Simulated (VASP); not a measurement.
# CuSi16 (a cell with a defect) in VASP: further runs

CuSi16 (a cell with a defect) is run at these levels: PBE+D3(BJ); tasks: single point.

Program: VASP 6.6.1. These are calculated values, not measurements. Logs are shortened: lines on timing, memory, paths and dates and some standing lists are left out, and cuts for length are marked.

### 1 The cell of the first run

The cell holds a defect, 17 atoms: a = 7.679 Å, b = 7.679 Å, c = 7.679 Å, α = 60.00°, β = 60.00°, γ = 60.00°.

### 2 Single point, PBE+D3(BJ), collinear spin, zero start

INCAR reads:

```
SYSTEM = CuSi16
  PREC = Accurate
  ENCUT = 520
  EDIFF = 1E-6
  ISMEAR = -1
  SIGMA = 0.02
  LREAL = Auto
  LASPH = .TRUE.
  NELM = 150
  ALGO = Normal
  ISIF = 2
  LWAVE = .FALSE.
  LCHARG = .FALSE.
  ISPIN = 2
  MAGMOM = 0 0 0 0 0 0 0 0 0 0 0 0 0 0 0 0 0
  LORBIT = 11
  LMAXMIX = 4
  GGA = PE
  IVDW = 12
  NBANDS = 56
```

KPOINTS reads:

```
Automatic mesh
0
G
  2 2 2
  0 0 0
```

POSCAR reads:

```
CuSi16
1.0
    0.0000000000      5.4300000000      5.4300000000
    5.4300000000      0.0000000000      5.4300000000
    5.4300000000      5.4300000000      0.0000000000
Si Cu
16 1
Direct
    0.0133333333      0.0191528545     -0.0207366483
    0.1011970534      0.1331491713      0.1372191529
    0.0044383057     -0.0114364641      0.5077532228
    0.1655432781      0.1062615101      0.5962983425
    0.0303314917      0.4820441989     -0.0095764273
    0.1534530387      0.6298250460      0.0907458564
   -0.0113075506      0.5042541436      0.4708287293
    0.1205709024      0.5989134438      0.6218784530
    0.4623020258     -0.0231123389      0.0278453039
    0.6205156538      0.1014364641      0.1423756906
    0.5381767956     -0.0366114180      0.5081031308
    0.6241712707      0.1152578269      0.6491804788
    0.5196593002      0.4591068140      0.0063075506
    0.6328637201      0.5995672192      0.1453499079
    0.4914180479      0.4850092081      0.5319337017
    0.6256906077      0.6137753223      0.6413259669
    0.8470257827      0.8783517495      0.9027163904
```

Potentials or basis: VASP PAW PBE potentials, release 64 (Si, Cu).

Command:

```sh
$ cat potpaw_PBE.64/Si/POTCAR potpaw_PBE.64/Cu/POTCAR > POTCAR
$ mpirun -np 1 vasp_std > vasp.out
```

OUTCAR:

```text
SYSTEM = CuSi16
   PREC = Accurate
   ENCUT = 520
   EDIFF = 1E-6
   ISMEAR = -1
   LREAL = Auto
   LASPH = .TRUE.
   NELM = 150
   ISIF = 2
   ISPIN = 2
   LORBIT = 11
   GGA = PE
   IVDW = 12
 IVDW          = 12

 ion  position               nearest neighbor table
   1  0.013  0.019  0.979-   2 2.27   4 2.42  17 2.43   6 2.44  10 2.48
   2  0.101  0.133  0.137-   5 2.21   1 2.27   9 2.28   3 2.33
   3  0.004  0.989  0.508-   4 2.32   2 2.33  12 2.39   8 2.45  17 2.48
   4  0.166  0.106  0.596-   3 2.32  11 2.35   1 2.42   7 2.52
   5  0.030  0.482  0.990-   2 2.21   8 2.33   6 2.33  14 2.50  17 2.51
   6  0.153  0.630  0.091-  13 2.32   5 2.33   7 2.40   1 2.44  17 2.72
   7  0.989  0.504  0.471-  16 2.30   8 2.38   6 2.40   4 2.52
   8  0.121  0.599  0.622-   5 2.33  15 2.34   7 2.38   3 2.45
   9  0.462  0.977  0.028-   2 2.28  14 2.39  12 2.40  17 2.42  10 2.50
  10  0.621  0.101  0.142-  13 2.25  11 2.31   1 2.48   9 2.50  17 2.51
  11  0.538  0.963  0.508-  16 2.20  10 2.31   4 2.35  12 2.39
  12  0.624  0.115  0.649-  15 2.32   3 2.39  11 2.39   9 2.40  17 2.59
  13  0.520  0.459  0.006-  10 2.25  16 2.30   6 2.32  14 2.47
  14  0.633  0.600  0.145-   9 2.39  15 2.43  13 2.47   5 2.50  17 2.69
  15  0.491  0.485  0.532-  12 2.32  16 2.34   8 2.34  14 2.43
  16  0.626  0.614  0.641-  11 2.20  13 2.30   7 2.30  15 2.34
  17  0.847  0.878  0.903-   9 2.42   1 2.43   3 2.48   5 2.51  10 2.51  12 2.59  14 2.69   6 2.72

  LATTYP: Found a face centered cubic cell.
 ALAT       =    10.8600000000

  Lattice vectors:

 A1 = (   0.0000000000,   5.4300000000,   5.4300000000)
 A2 = (   5.4300000000,   0.0000000000,   5.4300000000)
 A3 = (   5.4300000000,   5.4300000000,   0.0000000000)

Analysis of symmetry for initial positions (statically):
=====================================================================
 Subroutine PRICEL returns:
 Original cell was already a primitive cell.

 Routine SETGRP: Setting up the symmetry group for a
 face centered cubic supercell.

 Subroutine GETGRP returns: Found  1 space group operations
 (whereof  1 operations were pure point group operations)
 out of a pool of 48 trial point group operations.

The static configuration has the point symmetry C_1 .

Analysis of symmetry for dynamics (positions and initial velocities):
=====================================================================
 Subroutine PRICEL returns:
 Original cell was already a primitive cell.

 Routine SETGRP: Setting up the symmetry group for a
 face centered cubic supercell.

 Subroutine GETGRP returns: Found  1 space group operations
 (whereof  1 operations were pure point group operations)
 out of a pool of 48 trial point group operations.

The dynamic configuration has the point symmetry C_1 .

Analysis of structural, dynamic, and magnetic symmetry:
=====================================================================
 Subroutine PRICEL returns:
 Original cell was already a primitive cell.

 Routine SETGRP: Setting up the symmetry group for a
 face centered cubic supercell.

 Subroutine GETGRP returns: Found  1 space group operations
 (whereof  1 operations were pure point group operations)
 out of a pool of 48 trial point group operations.

The overall configuration has the point symmetry C_1 .

 Subroutine INISYM returns: Found  1 space group operations
 (whereof  1 operations are pure point group operations),
 and found     1 'primitive' translations

----------------------------------------------------------------------------------------

                                     Primitive cell

  volume of cell :     320.2060

  direct lattice vectors                    reciprocal lattice vectors
     0.000000000  5.430000000  5.430000000    -0.092081031  0.092081031  0.092081031
     5.430000000  0.000000000  5.430000000     0.092081031 -0.092081031  0.092081031
     5.430000000  5.430000000  0.000000000     0.092081031  0.092081031 -0.092081031

  length of vectors
     7.679179644  7.679179644  7.679179644     0.159489025  0.159489025  0.159489025

  position of ions in fractional coordinates (direct lattice)
     0.013333333  0.019152854  0.979263352
     0.101197053  0.133149171  0.137219153
     0.004438306  0.988563536  0.507753223
     0.165543278  0.106261510  0.596298342
     0.030331492  0.482044199  0.990423573
     0.153453039  0.629825046  0.090745856
[... 9 lines left out ...]
     0.625690608  0.613775322  0.641325967
     0.847025783  0.878351749  0.902716390

  ion indices of the primitive-cell ions
[... 65 lines left out ...]
   ISTART =      0    job   : 0-new  1-cont  2-samecut
   ICHARG =      2    charge: 1-file 2-atom 10-const
   ISPIN  =      2    spin polarized calculation?
   LNONCOLLINEAR =      F non collinear calculations
   LSORBIT =      F    spin-orbit coupling
   LASPH  =      T    aspherical Exc in radial PAW
   ENCUT  =  520.0 eV  38.22 Ry    6.18 a.u.  14.28 14.28 14.28*2*pi/ulx,y,z
   NELM   =    150;   NELMIN=  2; NELMDL= -5     # of ELM steps
   EDIFF  = 0.1E-05   stopping-criterion for ELM
   LREAL  =      T    real-space projection
   EDIFFG = 0.1E-04   stopping-criterion for IOM
   NSW    =      0    number of steps for IOM
   IBRION =     -1    ionic relax: 0-MD 1-quasi-New 2-CG
   NFREE  =      0    steps in history (QN), initial steepest desc. (CG)
   ISIF   =      2    stress and relaxation
   ISYM   =      2    0-nonsym 1-usesym 2-fastsym
   POTIM  = 0.5000    time-step for ionic-motion
   TEBEG  =    0.0;   TEEND  =   0.0 temperature during run
   PSTRESS=    0.0 pullay stress
   NELECT =      75.0000    total number of electrons
   NUPDOWN=      -1.0000    fix difference up-down
   EMIN   =  10.00;   EMAX   =-10.00  energy-range for DOS
   EFERMI =   0.00;   METHOD = LEGACY
   ISMEAR =    -1;   SIGMA  =   0.02  broadening in eV -4-tet -1-fermi 0-gaus
   EFERMI_NEDOS =   21; number of points for ismear=-14 and -15
   IALGO  =     38    algorithm
   IMIX   =      4    mixing-type and parameters
     AMIX     =   0.40;   BMIX     =  1.00
     AMIX_MAG =   1.60;   BMIX_MAG =  1.00
  volume/ion in A,a.u.               =      18.84       127.11
  Fermi-wavevector in a.u.,A,eV,Ry     =   1.009142  1.907001 13.855720  1.018367
  Thomas-Fermi vector in A             =   2.142052
   LORBIT       =     11    0 simple, 1 ext, 2 COOP (PROOUT), +10 PAW based schemes
   GGA     = PE    functional components
   LHFCALC =     F    Hartree Fock is set to
   AEXX    =    0.0000 exact exchange contribution
   IVDW    =    12    specifies the selected vdW correction
   LEPSILON=     F    determine dielectric tensor
   LRPA    =     F    only Hartree local field effects (RPA)
 spin polarized calculation
  energy-cutoff  :      520.00
  volume of cell :      320.21
 maximum number of plane-waves:      8646
 NGX is ok and might be reduce to    60
   NGX = 29   NGY = 29   NGZ = 29

 number of electron      74.9999997 magnetization       0.0002045

 number of electron      74.9999996 magnetization      -0.0001012

 Free energy of the ion-electron system (eV)
  ---------------------------------------------------
  ext. energy  EPLUGINS =         0.00000000
  ---------------------------------------------------
  free energy    TOTEN  =       -86.43340350 eV

  energy without entropy =      -86.41977548  energy(sigma->0) =      -86.42658949

 E-fermi :   6.8778     XC(G=0):  -9.7041

 val. band max:        6.8326891523   @ k =   0.0000   0.0000   0.0000
 cond. band min:       6.8828124804   @ k =   0.0000   0.0000   0.5000
 fundamental gap:      0.0501233280
 Fermi energy:         6.8777755548

 spin component 1

 k-point     1 :       0.0000    0.0000    0.0000
  band No.  band energies     occupation
      1      -5.9301      1.00000
      2      -3.8408      1.00000
      3      -3.5219      1.00000
      4      -3.4646      1.00000
      5      -3.2776      1.00000
      6      -2.2009      1.00000
[... 405 lines left out ...]
     48      10.3170      0.00000
     49      10.3720      0.00000
 Fermi energy:         6.8777755548

 spin component 2

 k-point     1 :       0.0000    0.0000    0.0000
  band No.  band energies     occupation
      1      -5.9301      1.00000
      2      -3.8408      1.00000
      3      -3.5219      1.00000
      4      -3.4646      1.00000
      5      -3.2776      1.00000
      6      -2.2010      1.00000
[... 405 lines left out ...]
     48      10.3170      0.00000
     49      10.3720      0.00000
 [bands above 49 left out]

------------------------ aborting loop because EDIFF is reached ----------------------------------------

 Edisp (eV)   -5.67101

 E8    (eV) :    -2.3513

  FORCE on cell =-STRESS in cart. coord.  units (eV):
  Direction    XX          YY          ZZ          XY          YZ          ZX
  --------------------------------------------------------------------------------------
  -------------------------------------------------------------------------------------
  Total       1.63140     0.47970     1.20682    -2.10945    -1.09127     0.72097
  in kB       8.16283     2.40021     6.03843   -10.55478    -5.46028     3.60744
  external pressure =        5.53 kB  Pullay stress =        0.00 kB

 VOLUME and BASIS-vectors are now :
 -----------------------------------------------------------------------------
  energy-cutoff  :      520.00
  volume of cell :      320.21
      direct lattice vectors                 reciprocal lattice vectors
     0.000000000  5.430000000  5.430000000    -0.092081031  0.092081031  0.092081031
     5.430000000  0.000000000  5.430000000     0.092081031 -0.092081031  0.092081031
     5.430000000  5.430000000  0.000000000     0.092081031  0.092081031 -0.092081031

 POSITION                                       TOTAL-FORCE (eV/Angst)
 -----------------------------------------------------------------------------------
      5.42140      5.38980      0.17640        -0.958180     -0.510973     -0.748425
      1.46810      1.29460      1.27250        -0.114153      0.736602     -0.810900
      8.12500      2.78120      5.39200        -0.532738      0.360368     -0.618911
      3.81490      4.13680      1.47590         1.338649     -0.400031      0.240885
      7.99550      5.54270      2.78220         1.220380     -1.375496      0.260794
      3.91270      1.32600      4.25320         0.856374     -0.011686     -0.213830
[... 9 lines left out ...]
      6.81520      6.87990      6.73030        -1.135466      0.469912     -1.048294
      9.67120      9.50110      9.36880         0.034395      0.107116     -0.160812
 -----------------------------------------------------------------------------------
    total drift:                               -0.000158     -0.000541      0.003802

  FREE ENERGIE OF THE ION-ELECTRON SYSTEM (eV)
  ---------------------------------------------------
  free  energy   TOTEN  =       -92.1044153319 eV

  energy  without entropy=      -92.0907873123  energy(sigma->0) =      -92.09760132

 total charge

# of ion       s       p       d       tot
------------------------------------------
    1        0.742   0.928   0.000   1.671
    2        0.764   0.979   0.000   1.743
    3        0.733   0.949   0.000   1.682
    4        0.751   0.908   0.000   1.658
    5        0.736   0.972   0.000   1.708
    6        0.741   0.929   0.000   1.670
[... 9 lines left out ...]
   16        0.742   1.002   0.000   1.744
   17        0.429   0.382   9.224  10.035
--------------------------------------------------
tot         12.336  15.473   9.224  37.034

 magnetization (x)

# of ion       s       p       d       tot
------------------------------------------
    1       -0.000  -0.000   0.000  -0.000
    2       -0.000  -0.000   0.000  -0.000
    3       -0.000  -0.000   0.000  -0.000
    4       -0.000  -0.000   0.000  -0.000
    5       -0.000  -0.000   0.000  -0.000
    6       -0.000  -0.000   0.000  -0.000
[... 9 lines left out ...]
   16       -0.000  -0.000   0.000  -0.000
   17       -0.000  -0.000  -0.000  -0.000
--------------------------------------------------
tot         -0.000  -0.000  -0.000  -0.000
```

Wall time 8 min (1 thread of Intel Xeon 6975P-C (Granite Rapids), shared host); peak memory 0.73 GiB.

Results:

* Free energy: -92.1044 eV
* Pressure: 0.6 GPa
* Largest force: 1.924 eV/Å
* Net moment: 0.00 μB per cell
* Valence electrons inside the program's atomic spheres: Si 1.67, 1.74, 1.68, 1.66, 1.71, 1.72, 1.64, 1.69 (each value once); Cu 10.04
* Dispersion energy per atom: -0.334 eV

Forces on the atoms (eV/Å):
```
Si  -0.958 -0.511 -0.748
Si  -0.114  0.737 -0.811
Si  -0.533  0.360 -0.619
Si   1.339 -0.400  0.241
Si   1.220 -1.375  0.261
Si   0.856 -0.012 -0.214
Si  -1.022  1.252  0.355
Si   0.253 -0.400  0.571
Si  -0.230  0.929  0.858
Si  -1.348  0.145 -0.377
Si   1.444 -0.843  0.953
Si  -0.319 -0.021 -0.433
Si   1.462  0.200  1.066
Si  -0.422  0.079 -0.386
Si  -0.527 -0.718  0.493
Si  -1.135  0.470 -1.048
Cu   0.034  0.107 -0.161
```

Caveat: the k points lie up to 0.50 Å⁻¹ apart; no moment was typed at the start, so none could form.

### 3 Single point, PBE+D3(BJ), collinear spin, zero start

INCAR reads:

```
  ALGO = Normal
  EDIFF = 1E-6
  ENCUT = 520
  GGA = PE
  ISIF = 2
  ISMEAR = -1
  ISPIN = 2
  IVDW = 12
  LASPH = T
  LCHARG = T
  LELF = T
  LMAXMIX = 4
  LORBIT = 11
  LREAL = Auto
  LVHAR = T
  LWAVE = F
  MAGMOM = 0 0 0 0 0 0 0 0 0 0 0 0 0 0 0 0 0
  NBANDS = 56
  NELM = 150
  PREC = Accurate
  SIGMA = 0.02
```

KPOINTS reads:

```
k-points
0
Gamma
  2 2 2
```

POSCAR reads:

```
CuSi16
1.0
    0.0000000000      5.4300000000      5.4300000000
    5.4300000000      0.0000000000      5.4300000000
    5.4300000000      5.4300000000      0.0000000000
Si Cu
16 1
Direct
    0.0134530387      0.0307274401     -0.0450000000
    0.1070165746      0.1240515654      0.1308103131
    0.0270994475      0.0056445672      0.4893646409
    0.1643922652      0.1329926335      0.6077992634
    0.0380847145      0.4727808471      0.0122099448
    0.1307366483      0.6210865562      0.1269613260
    0.0114364641      0.5021546961      0.4893001842
    0.1343001842      0.6393278085      0.6206721915
    0.4935174954     -0.0263720074     -0.0073664825
    0.6343001842      0.1074677716      0.1003406998
    0.5320534070     -0.0455893186      0.4957918969
    0.6587292818      0.0804235727      0.6097790055
    0.5010497238      0.4915837937      0.0088766114
    0.6458563536      0.6009944751      0.1105524862
    0.5296500921      0.4748434622      0.4787845304
    0.6375138122      0.6000920810      0.6255248619
    0.8571362799      0.8604880295      0.8844290976
```

Potentials or basis: VASP PAW PBE potentials, release 64 (Si, Cu).

Command:

```sh
$ cat potpaw_PBE.64/Si/POTCAR potpaw_PBE.64/Cu/POTCAR > POTCAR
$ mpirun -np 1 vasp_std > vasp.out
```

Run time: 9.1 min. Hardware: 1 thread of Intel Xeon 6975P-C (Granite Rapids), shared host; peak memory 0.72 GiB.

Results (log left out):

- Free energy: -91.7283 eV
- Pressure: 1.6 GPa
- Largest force: 2.780 eV/Å
- Net moment: 0.00 μB per cell
- Valence electrons inside the program's atomic spheres: Si 1.70, 1.72, 1.71, 1.69, 1.65, 1.68, 1.67 (each value once); Cu 10.09
- Dispersion energy per atom: -0.334 eV

Forces in eV/Å, atoms in the order of the input:
```
Si   0.479  1.356 -2.379
Si  -1.216  0.864  0.380
Si   0.517  0.420 -0.023
Si  -1.358 -1.224  0.601
Si  -0.102 -2.185  0.225
Si   0.778 -0.322  1.526
Si   1.188  0.673  0.220
Si  -1.511  0.995 -0.509
Si   0.622 -0.894 -0.208
Si   1.079  0.226 -0.151
Si  -0.100 -1.280  1.320
Si   1.403 -0.457  0.469
Si  -1.739 -0.612 -0.416
Si   0.391  1.044  0.770
Si   0.716  0.305 -0.966
Si  -0.696  0.687 -1.086
Cu  -0.451  0.404  0.228
```

Stress tensor (GPa, compression positive):
```
 1.41  0.28  0.28
 0.28  1.34 -0.59
 0.28 -0.59  2.02
```

Levels at points of the mesh, in eV from the Fermi level:
Spin up:
```tsv
k point	band 33	band 34	band 35	band 36	band 37	band 38	band 39	band 40	band 41	band 42
(0.00, 0.00, 0.00)	-1.38	-1.12	-0.83	-0.69	-0.50	-0.31	-0.13	-0.03	0.05	0.22
(0.50, 0.00, 0.00)	-2.23	-1.51	-1.30	-1.14	-0.99	0.03	0.45	0.59	0.74	0.91
(0.00, 0.50, 0.00)	-2.35	-1.36	-1.27	-1.18	-0.98	0.21	0.54	0.60	0.71	0.91
(0.00, 0.00, 0.50)	-2.42	-1.42	-1.27	-1.09	-0.89	0.03	0.59	0.72	0.73	0.83
(0.50, 0.50, 0.50)	-2.35	-1.45	-1.29	-1.05	-0.76	-0.03	0.47	0.60	0.80	0.89
(0.50, 0.50, 0.00)	-2.30	-2.10	-1.81	-1.59	-1.19	0.11	0.58	1.34	1.45	1.61
(0.00, 0.50, 0.50)	-2.12	-2.01	-1.81	-1.57	-1.35	0.08	0.46	1.37	1.40	1.48
(0.50, 0.00, 0.50)	-2.32	-2.04	-1.81	-1.68	-1.27	0.17	0.57	1.44	1.46	1.54
```
Spin down:
```
           k point  band 33  band 34  band 35  band 36  band 37  band 38  band 39  band 40  band 41  band 42
(0.00, 0.00, 0.00)    -1.38    -1.12    -0.83    -0.69    -0.50    -0.31    -0.13    -0.03     0.05     0.22
(0.50, 0.00, 0.00)    -2.23    -1.51    -1.30    -1.14    -0.99     0.03     0.45     0.59     0.74     0.91
(0.00, 0.50, 0.00)    -2.35    -1.36    -1.27    -1.18    -0.98     0.21     0.54     0.60     0.71     0.91
(0.00, 0.00, 0.50)    -2.42    -1.42    -1.27    -1.09    -0.89     0.03     0.59     0.72     0.73     0.83
(0.50, 0.50, 0.50)    -2.35    -1.45    -1.29    -1.05    -0.76    -0.03     0.47     0.60     0.80     0.89
(0.50, 0.50, 0.00)    -2.30    -2.10    -1.81    -1.59    -1.19     0.11     0.58     1.34     1.45     1.61
(0.00, 0.50, 0.50)    -2.12    -2.01    -1.81    -1.57    -1.35     0.08     0.46     1.37     1.40     1.48
(0.50, 0.00, 0.50)    -2.32    -2.04    -1.81    -1.68    -1.27     0.17     0.57     1.44     1.46     1.54
```

Caveat: the k points lie up to 0.50 Å⁻¹ apart; no moment was typed at the start, so none could form.

(Continued in part 2 of 2.)
